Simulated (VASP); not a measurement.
# MgO (Fm-3m) in VASP: notebook, part 2 of 2

VASP 6.6.1. The steps go on from the part before.

## Step 3: Single point, PBEsol

The input, INCAR:

```
SYSTEM = MgO
  ALGO = Normal
  EDIFF = 1E-6
  ENCUT = 600
  GGA = PS
  GGA_COMPAT = .FALSE.
  ISIF = 2
  ISMEAR = -1
  LASPH = .TRUE.
  LCHARG = .TRUE.
  LELF = .TRUE.
  LREAL = .FALSE.
  LVHAR = .TRUE.
  LWAVE = .FALSE.
  NBANDS = 11
  NELM = 120
  PREC = Accurate
  SIGMA = 5E-4
```

The input, KPOINTS:

```
k-points
0
G
  8 8 8
  0 0 0
```

The input, POSCAR:

```
MgO
1.0
    0.0000000000      2.1485000000      2.1485000000
    2.1485000000      0.0000000000      2.1485000000
    2.1485000000      2.1485000000      0.0000000000
Mg O
1 1
Direct
    0.0000000000      0.0000000000      0.0000000000
    0.5000000000      0.5000000000      0.5000000000
```

Potentials or basis: VASP PAW PBE potentials, release 64 (Mg, O).

Run with:

```console
$ cat potpaw_PBE.64/Mg/POTCAR potpaw_PBE.64/O/POTCAR > POTCAR
$ mpirun -np 1 vasp_std > vasp.out
```

OUTCAR:

```text
SYSTEM = MgO
   EDIFF = 1E-6
   ENCUT = 600
   GGA = PS
   ISIF = 2
   ISMEAR = -1
   LASPH = .TRUE.
   LREAL = .FALSE.
   NELM = 120
   PREC = Accurate

 ion  position               nearest neighbor table
   1  0.000  0.000  0.000-   2 2.15   2 2.15   2 2.15   2 2.15   2 2.15   2 2.15
   2  0.500  0.500  0.500-   1 2.15   1 2.15   1 2.15   1 2.15   1 2.15   1 2.15

  LATTYP: Found a face centered cubic cell.
 ALAT       =     4.2970000000

  Lattice vectors:

 A1 = (   0.0000000000,   2.1485000000,   2.1485000000)
 A2 = (   2.1485000000,   0.0000000000,   2.1485000000)
 A3 = (   2.1485000000,   2.1485000000,   0.0000000000)

Analysis of symmetry for initial positions (statically):
=====================================================================
 Subroutine PRICEL returns:
 Original cell was already a primitive cell.

 Routine SETGRP: Setting up the symmetry group for a
 face centered cubic supercell.

 Subroutine GETGRP returns: Found 48 space group operations
 (whereof 48 operations were pure point group operations)
 out of a pool of 48 trial point group operations.

The static configuration has the point symmetry O_h .

Analysis of symmetry for dynamics (positions and initial velocities):
=====================================================================
 Subroutine PRICEL returns:
 Original cell was already a primitive cell.

 Routine SETGRP: Setting up the symmetry group for a
 face centered cubic supercell.

 Subroutine GETGRP returns: Found 48 space group operations
 (whereof 48 operations were pure point group operations)
 out of a pool of 48 trial point group operations.

The dynamic configuration has the point symmetry O_h .

 Subroutine INISYM returns: Found 48 space group operations
 (whereof 48 operations are pure point group operations),
 and found     1 'primitive' translations

----------------------------------------------------------------------------------------

                                     Primitive cell

  volume of cell :      19.8352

  direct lattice vectors                    reciprocal lattice vectors
     0.000000000  2.148500000  2.148500000    -0.232720503  0.232720503  0.232720503
     2.148500000  0.000000000  2.148500000     0.232720503 -0.232720503  0.232720503
     2.148500000  2.148500000  0.000000000     0.232720503  0.232720503 -0.232720503

  length of vectors
     3.038437839  3.038437839  3.038437839     0.403083735  0.403083735  0.403083735

  position of ions in fractional coordinates (direct lattice)
     0.000000000  0.000000000  0.000000000
     0.500000000  0.500000000  0.500000000

  ion indices of the primitive-cell ions
   primitive index   ion index
                 1           1
                 2           2

----------------------------------------------------------------------------------------

 KPOINTS: k-points

Automatic generation of k-mesh.
 Grid dimensions read from file:
 generate k-points for:    8    8    8

 Generating k-lattice:

  Cartesian coordinates                     Fractional coordinates (reciprocal lattice)
    -0.029090063  0.029090063  0.029090063     0.125000000  0.000000000  0.000000000
     0.029090063 -0.029090063  0.029090063     0.000000000  0.125000000  0.000000000
     0.029090063  0.029090063 -0.029090063     0.000000000  0.000000000  0.125000000

  Length of vectors
     0.050385467  0.050385467  0.050385467

  Shift w.r.t. Gamma in fractional coordinates (k-lattice)
     0.000000000  0.000000000  0.000000000

 Subroutine IBZKPT returns following result:
 ===========================================

 Found     29 irreducible k-points:

 Following reciprocal coordinates:
            Coordinates               Weight
  0.000000  0.000000  0.000000      1.000000
  0.125000  0.000000  0.000000      8.000000
  0.250000  0.000000  0.000000      8.000000
  0.375000  0.000000  0.000000      8.000000
  0.500000  0.000000  0.000000      4.000000
  0.125000  0.125000  0.000000      6.000000
[... 16 lines left out ...]
  0.500000  0.250000  0.125000     48.000000
 -0.375000  0.250000  0.125000     24.000000
 [... further k-points ...]
   k-points           NKPTS =     29   k-points in BZ     NKDIM =     29   number of bands    NBANDS=     11
   number of dos      NEDOS =    301   number of ions     NIONS =      2
   total plane-waves  NPLWV =  13824
   dimension x,y,z NGX =    24 NGY =   24 NGZ =   24
   dimension x,y,z NGXF=    48 NGYF=   48 NGZF=   48
   ions per type =               1   1
   NGX,Y,Z   is equivalent  to a cutoff of  13.13, 13.13, 13.13 a.u.
   NGXF,Y,Z  is equivalent  to a cutoff of  26.26, 26.26, 26.26 a.u.
 SYSTEM =  MgO
   PREC   = accura    normal or accurate (medium, high low for compatibility)
   ISTART =      0    job   : 0-new  1-cont  2-samecut
   ICHARG =      2    charge: 1-file 2-atom 10-const
   ISPIN  =      1    spin polarized calculation?
   LNONCOLLINEAR =      F non collinear calculations
   LSORBIT =      F    spin-orbit coupling
   LASPH  =      T    aspherical Exc in radial PAW
   ENCUT  =  600.0 eV  44.10 Ry    6.64 a.u.   6.07  6.07  6.07*2*pi/ulx,y,z
   NELM   =    120;   NELMIN=  2; NELMDL= -5     # of ELM steps
   EDIFF  = 0.1E-05   stopping-criterion for ELM
   LREAL  =      F    real-space projection
   EDIFFG = 0.1E-04   stopping-criterion for IOM
   NSW    =      0    number of steps for IOM
   IBRION =     -1    ionic relax: 0-MD 1-quasi-New 2-CG
   NFREE  =      0    steps in history (QN), initial steepest desc. (CG)
   ISIF   =      2    stress and relaxation
   ISYM   =      2    0-nonsym 1-usesym 2-fastsym
   POTIM  = 0.5000    time-step for ionic-motion
   TEBEG  =    0.0;   TEEND  =   0.0 temperature during run
   PSTRESS=    0.0 pullay stress
   NELECT =       8.0000    total number of electrons
   NUPDOWN=      -1.0000    fix difference up-down
   EMIN   =  10.00;   EMAX   =-10.00  energy-range for DOS
   EFERMI =   0.00;   METHOD = LEGACY
   ISMEAR =    -1;   SIGMA  =   0.00  broadening in eV -4-tet -1-fermi 0-gaus
   EFERMI_NEDOS =   21; number of points for ismear=-14 and -15
   IALGO  =     38    algorithm
   IMIX   =      4    mixing-type and parameters
     AMIX     =   0.40;   BMIX     =  1.00
     AMIX_MAG =   1.60;   BMIX_MAG =  1.00
  volume/ion in A,a.u.               =       9.92        66.93
  Fermi-wavevector in a.u.,A,eV,Ry     =   1.209556  2.285730 19.905688  1.463027
  Thomas-Fermi vector in A             =   2.345130
   LORBIT       =      0    0 simple, 1 ext, 2 COOP (PROOUT), +10 PAW based schemes
   GGA     = PS    functional components
   LHFCALC =     F    Hartree Fock is set to
   AEXX    =    0.0000 exact exchange contribution
   IVDW    =     0    specifies the selected vdW correction
   LEPSILON=     F    determine dielectric tensor
   LRPA    =     F    only Hartree local field effects (RPA)
 non-spin polarized calculation
  energy-cutoff  :      600.00
  volume of cell :       19.84
 maximum number of plane-waves:       684
   NGX = 13   NGY = 13   NGZ = 13

 number of electron       7.9999999 magnetization

 Free energy of the ion-electron system (eV)
  ---------------------------------------------------
  ext. energy  EPLUGINS =         0.00000000
  ---------------------------------------------------
  free energy    TOTEN  =       -12.48252564 eV

  energy without entropy =      -12.48252564  energy(sigma->0) =      -12.48252564

 E-fermi :   2.6606     XC(G=0): -11.0238

 val. band max:        2.6307060229   @ k =   0.0000   0.0000   0.0000
 cond. band min:       6.7097035651   @ k =   0.0000   0.0000   0.0000
 fundamental gap:      4.0789975422
 Fermi energy:         2.6605732727

 k-point     1 :       0.0000    0.0000    0.0000
  band No.  band energies     occupation
      1     -14.2752      2.00000
      2       2.6307      2.00000
      3       2.6307      2.00000
      4       2.6307      2.00000
      5       6.7097      0.00000
      6      17.9314      0.00000
      7      17.9314      0.00000
      8      17.9314      0.00000
      9      21.6189      0.00000
     10      23.4343      0.00000
     11      23.4343      0.00000
[... 309 lines left out ...]
 k-point    24 :      -0.3750    0.2500    0.1250
  band No.  band energies     occupation
      1     -12.9693      2.00000
      2      -1.1970      2.00000
      3       0.7936      2.00000
      4       1.7074      2.00000
      5      11.7484      0.00000
      6      14.1388      0.00000
      7      15.3990      0.00000
      8      18.6872      0.00000
      9      22.3171      0.00000
     10      23.7707      0.00000
     11      27.7147      0.00000

 [... further k-points ...]
[... 5 lines left out ...]
  --------------------------------------------------------------------------------------
  -------------------------------------------------------------------------------------
  Total       -1.1046241     -1.1046241     -1.1046241     -0.0000000     -0.0000000      0.0000000
  in kB      -89.2255069    -89.2255069    -89.2255069     -0.0000000     -0.0000000      0.0000000
  external PRESSURE =     -89.2255069 kB  Pullay stress =       0.0000000 kB

 VOLUME and BASIS-vectors are now :
 -----------------------------------------------------------------------------
  energy-cutoff  :      600.00
  volume of cell :       19.84
      direct lattice vectors                 reciprocal lattice vectors
     0.000000000  2.148500000  2.148500000    -0.232720503  0.232720503  0.232720503
     2.148500000  0.000000000  2.148500000     0.232720503 -0.232720503  0.232720503
     2.148500000  2.148500000  0.000000000     0.232720503  0.232720503 -0.232720503

 POSITION                                       TOTAL-FORCE (eV/Angst)
 -----------------------------------------------------------------------------------
      0.00000      0.00000      0.00000        -0.000000     -0.000000      0.000000
      2.14850      2.14850      2.14850         0.000000      0.000000      0.000000
 -----------------------------------------------------------------------------------
    total drift:                               -0.000000     -0.000000      0.000000

  FREE ENERGIE OF THE ION-ELECTRON SYSTEM (eV)
  ---------------------------------------------------
  free  energy   TOTEN  =       -12.4825256371 eV

  energy  without entropy=      -12.4825256371  energy(sigma->0) =      -12.48252564
```

stdout:

```text
POSCAR found type information on POSCAR MgO
 POSCAR found :  2 types and       2 ions
 scaLAPACK will be used
 -----------------------------------------------------------------------------
|                                                                             |
|                                                                             |
|     You enforced a specific xc type in the INCAR file but a different       |
|     I HOPE YOU KNOW WHAT YOU ARE DOING!                                     |
|                                                                             |
 -----------------------------------------------------------------------------

 LDA part: xc-table for (Slater+PW92), standard interpolation
 POSCAR, INCAR and KPOINTS ok, starting setup
 FFT: planning ... GRIDC
 FFT: planning ... GRID_SOFT
 FFT: planning ... GRID
 WAVECAR not read
 entering main loop
```

Run time: 4.4 s. Hardware: 1 thread of Intel Xeon Platinum 8559C (Emerald Rapids), shared host; peak memory 0.14 GiB.

What came out:

```yaml
Free_energy: -12.4825 eV
Pressure: -8.9 GPa
Band_gap_on_the_k_mesh: 4.08 eV, direct
```

Caveat: the PAW data sets were made with another functional, which shifts forces and pressure a little. A hybrid or GW would open this gap; PBEsol tends to underestimate it.

## Step 4: Single point, PBEsol

The input, INCAR:

```
SYSTEM = MgO
PREC = Accurate ; ENCUT = 600
EDIFF = 1E-6 ; ISMEAR = -1
SIGMA = 0.02 ; LREAL = .False.
LASPH = .True. ; NELM = 120
ALGO = Normal ; ISIF = 2
LWAVE = .False. ; LCHARG = .False.
GGA = PS ; NBANDS = 11
GGA_COMPAT = .False.
```

The input, KPOINTS:

```
regular mesh
0
Gamma
  8 8 8
  0 0 0
```

POSCAR is that of step 3.

Potentials or basis: VASP PAW PBE potentials, release 64 (Mg, O).

Run with:

```console
$ cat potpaw_PBE.64/Mg/POTCAR potpaw_PBE.64/O/POTCAR > POTCAR
$ mpirun -np 1 vasp_std > vasp.out
```

OUTCAR:

```text
SYSTEM = MgO
   PREC = Accurate
   ENCUT = 600
   EDIFF = 1E-6
   ISMEAR = -1
   LREAL = .False.
   LASPH = .True.
   NELM = 120
   ISIF = 2
   GGA = PS

 ion  position               nearest neighbor table
   1  0.000  0.000  0.000-   2 2.15   2 2.15   2 2.15   2 2.15   2 2.15   2 2.15
   2  0.500  0.500  0.500-   1 2.15   1 2.15   1 2.15   1 2.15   1 2.15   1 2.15

  LATTYP: Found a face centered cubic cell.
 ALAT       =     4.2970000000

  Lattice vectors:

 A1 = (   0.0000000000,   2.1485000000,   2.1485000000)
 A2 = (   2.1485000000,   0.0000000000,   2.1485000000)
 A3 = (   2.1485000000,   2.1485000000,   0.0000000000)

Analysis of symmetry for initial positions (statically):
=====================================================================
 Subroutine PRICEL returns:
 Original cell was already a primitive cell.

 Routine SETGRP: Setting up the symmetry group for a
 face centered cubic supercell.

 Subroutine GETGRP returns: Found 48 space group operations
 (whereof 48 operations were pure point group operations)
 out of a pool of 48 trial point group operations.

The static configuration has the point symmetry O_h .

Analysis of symmetry for dynamics (positions and initial velocities):
=====================================================================
 Subroutine PRICEL returns:
 Original cell was already a primitive cell.

 Routine SETGRP: Setting up the symmetry group for a
 face centered cubic supercell.

 Subroutine GETGRP returns: Found 48 space group operations
 (whereof 48 operations were pure point group operations)
 out of a pool of 48 trial point group operations.

The dynamic configuration has the point symmetry O_h .

 Subroutine INISYM returns: Found 48 space group operations
 (whereof 48 operations are pure point group operations),
 and found     1 'primitive' translations

----------------------------------------------------------------------------------------
[... 113 lines left out ...]
     AMIX_MAG =   1.60;   BMIX_MAG =  1.00
  volume/ion in A,a.u.               =       9.92        66.93
  Fermi-wavevector in a.u.,A,eV,Ry     =   1.209556  2.285730 19.905688  1.463027
  Thomas-Fermi vector in A             =   2.345130
   LORBIT       =      0    0 simple, 1 ext, 2 COOP (PROOUT), +10 PAW based schemes
   GGA     = PS    functional components
   LHFCALC =     F    Hartree Fock is set to
   AEXX    =    0.0000 exact exchange contribution
   IVDW    =     0    specifies the selected vdW correction
   LEPSILON=     F    determine dielectric tensor
   LRPA    =     F    only Hartree local field effects (RPA)
 non-spin polarized calculation
  energy-cutoff  :      600.00
  volume of cell :       19.84
 maximum number of plane-waves:       684
   NGX = 13   NGY = 13   NGZ = 13

 number of electron       7.9999999 magnetization

 Free energy of the ion-electron system (eV)
  ---------------------------------------------------
  ext. energy  EPLUGINS =         0.00000000
  ---------------------------------------------------
  free energy    TOTEN  =       -12.48252564 eV

  energy without entropy =      -12.48252564  energy(sigma->0) =      -12.48252564

 E-fermi :   3.0705     XC(G=0): -11.0238

 val. band max:        2.6307060230   @ k =   0.0000   0.0000   0.0000
 cond. band min:       6.7097035651   @ k =   0.0000   0.0000   0.0000
 fundamental gap:      4.0789975421
 Fermi energy:         3.0705159920

 k-point     1 :       0.0000    0.0000    0.0000
  band No.  band energies     occupation
      1     -14.2752      2.00000
      2       2.6307      2.00000
      3       2.6307      2.00000
      4       2.6307      2.00000
      5       6.7097      0.00000
      6      17.9314      0.00000
      7      17.9314      0.00000
      8      17.9314      0.00000
      9      21.6189      0.00000
     10      23.4343      0.00000
     11      23.4343      0.00000
[... 309 lines left out ...]
 k-point    24 :      -0.3750    0.2500    0.1250
  band No.  band energies     occupation
      1     -12.9693      2.00000
      2      -1.1970      2.00000
      3       0.7936      2.00000
      4       1.7074      2.00000
      5      11.7484      0.00000
      6      14.1388      0.00000
      7      15.3990      0.00000
      8      18.6872      0.00000
      9      22.3171      0.00000
     10      23.7707      0.00000
     11      27.7147      0.00000

 [... further k-points ...]
[... 5 lines left out ...]
  --------------------------------------------------------------------------------------
  -------------------------------------------------------------------------------------
  Total       -1.1046241     -1.1046241     -1.1046241      0.0000000      0.0000000      0.0000000
  in kB      -89.2255069    -89.2255069    -89.2255069      0.0000000      0.0000000      0.0000000
  external PRESSURE =     -89.2255069 kB  Pullay stress =       0.0000000 kB

 VOLUME and BASIS-vectors are now :
 -----------------------------------------------------------------------------
  energy-cutoff  :      600.00
  volume of cell :       19.84
      direct lattice vectors                 reciprocal lattice vectors
     0.000000000  2.148500000  2.148500000    -0.232720503  0.232720503  0.232720503
     2.148500000  0.000000000  2.148500000     0.232720503 -0.232720503  0.232720503
     2.148500000  2.148500000  0.000000000     0.232720503  0.232720503 -0.232720503

 POSITION                                       TOTAL-FORCE (eV/Angst)
 -----------------------------------------------------------------------------------
      0.00000      0.00000      0.00000        -0.000000     -0.000000      0.000000
      2.14850      2.14850      2.14850         0.000000      0.000000      0.000000
 -----------------------------------------------------------------------------------
    total drift:                               -0.000000     -0.000000      0.000000

  FREE ENERGIE OF THE ION-ELECTRON SYSTEM (eV)
  ---------------------------------------------------
  free  energy   TOTEN  =       -12.4825256371 eV

  energy  without entropy=      -12.4825256371  energy(sigma->0) =      -12.48252564
```

stdout:

```text
POSCAR found type information on POSCAR MgO
 POSCAR found :  2 types and       2 ions
 scaLAPACK will be used
 -----------------------------------------------------------------------------
|                                                                             |
|                                                                             |
|     You enforced a specific xc type in the INCAR file but a different       |
|     I HOPE YOU KNOW WHAT YOU ARE DOING!                                     |
|                                                                             |
 -----------------------------------------------------------------------------

 LDA part: xc-table for (Slater+PW92), standard interpolation
 POSCAR, INCAR and KPOINTS ok, starting setup
 FFT: planning ... GRIDC
 FFT: planning ... GRID_SOFT
 FFT: planning ... GRID
 WAVECAR not read
 entering main loop
```

Wall time 4.1 s (1 thread of Intel Xeon Platinum 8559C (Emerald Rapids), shared host); peak memory 0.13 GiB.

What came out:

* Free energy: -12.4825 eV
* Pressure: -8.9 GPa
* Band gap on the k mesh: 4.08 eV, direct

Caveat: the PAW data sets were made with another functional, which shifts forces and pressure a little.

## Step 5: Single point, PBEsol

The input, INCAR:

```
ALGO = Normal
EDIFF = 1E-6
ENCUT = 600
GGA = PS
GGA_COMPAT = False
ISIF = 2
ISMEAR = -1
LASPH = True
LCHARG = False
LREAL = False
LWAVE = False
NBANDS = 11
NELM = 120
PREC = Accurate
SIGMA = 0.001
```

The input, KPOINTS:

```
k-points
0
Gamma
  8 8 8
```

POSCAR is that of step 4.

Run with:

```console
$ cat potpaw_PBE.64/Mg/POTCAR potpaw_PBE.64/O/POTCAR > POTCAR
$ mpirun -np 1 vasp_std > vasp.out
```

Wall time 6.2 s (1 thread of Intel Xeon Platinum 8559C (Emerald Rapids), shared host); peak memory 0.14 GiB.

It converged, with:

```
Free energy            : -12.4825 eV
Pressure               : -8.9 GPa
Band gap on the k mesh : 4.08 eV, direct
```

Levels at points of the mesh, in eV from the valence-band top:
```csv
k point,band 2,band 3,band 4,band 5,band 6,band 7
"(0.00, 0.00, 0.00)",0.00,0.00,0.00,4.08,15.30,15.30
"(0.50, 0.00, 0.00)",-4.42,-0.60,-0.60,7.38,11.84,15.58
"(0.50, 0.50, 0.00)",-3.90,-1.28,-1.28,8.85,9.25,12.35
```

Caveat: the PAW data sets were made with another functional, which shifts forces and pressure a little. A hybrid or GW would open this gap; PBEsol tends to underestimate it.

## Step 6: Summary

```csv
cutoff (eV),smearing,gap on the mesh (eV),pressure (GPa)
520,fermi-dirac 0.02 eV,4.08,-8.7
600,fermi-dirac 0.0005 eV,4.08,-8.9
600,fermi-dirac 0.02 eV,4.08,-8.9
600,fermi-dirac 0.001 eV,4.08,-8.9
```

Alike in all rows: task single point; level PBEsol; potentials or basis VASP PAW PBE potentials, release 64 (Mg, O); no spin polarisation; cell as given; k mesh 8 × 8 × 8.

On the cell as given the gap runs from 4.08 eV (PBEsol) to 4.08 eV (PBEsol).

Caveats: the PAW data sets were made with another functional, which shifts forces and pressure a little.

Absolute energies hang on the potentials; compare differences alone.
